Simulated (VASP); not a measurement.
A run of VASP 6.6.1:

The input POSCAR:

```
GaIr
1.0
    2.9138800000      0.0000000000      0.0000000000
    0.0000000000      2.9138800000      0.0000000000
    0.0000000000      0.0000000000      3.0941200000
Ga Ir
1 1
Direct
    0.0000000000      0.0000000000      0.0000000000
    0.5000000000      0.5000000000      0.5000000000
```

INCAR.step1

```
SYSTEM = GaIr
PREC = Accurate ; ENCUT = 520
ISMEAR = 0 ; SIGMA = 0.15
LREAL = .FALSE. ; LASPH = .TRUE.
NELM = 80 ; NBANDS = 18
GGA = PE ; ALGO = Normal
EDIFF = 1E-4 ; LWAVE = .TRUE.
LCHARG = .FALSE.
```

File INCAR.step2:

```
SYSTEM = GaIr
PREC = Accurate ; ENCUT = 520
EDIFF = 1E-6 ; ISMEAR = 0
SIGMA = 0.15 ; LREAL = .FALSE.
LASPH = .TRUE. ; NELM = 80
ALGO = Normal ; ISIF = 2
LWAVE = .FALSE. ; LCHARG = .FALSE.
METAGGA = R2SCAN ; LMIXTAU = .TRUE.
NBANDS = 18 ; ISTART = 1
```

KPOINTS

```
Automatic mesh
0
G
  16 16 16
  0 0 0
```

Potentials or basis: VASP PAW PBE potentials, release 64 (Ga_d, Ir).

Launch:

```bash
$ cat potpaw_PBE.64/Ga_d/POTCAR potpaw_PBE.64/Ir/POTCAR > POTCAR
$ cp INCAR.step1 INCAR
$ mpirun -np 1 vasp_std > vasp.out
$ cp INCAR.step2 INCAR
$ mpirun -np 1 vasp_std > vasp.out
```

Hardware: 1 thread of Intel Xeon 8259CL, on a shared host.

**Question.** How long does it take, and how much memory?

**Answer.** Wall time 15 min on 1 thread of Intel Xeon 8259CL, on a shared host, peak memory 0.29 GiB. Counts: k points 405.
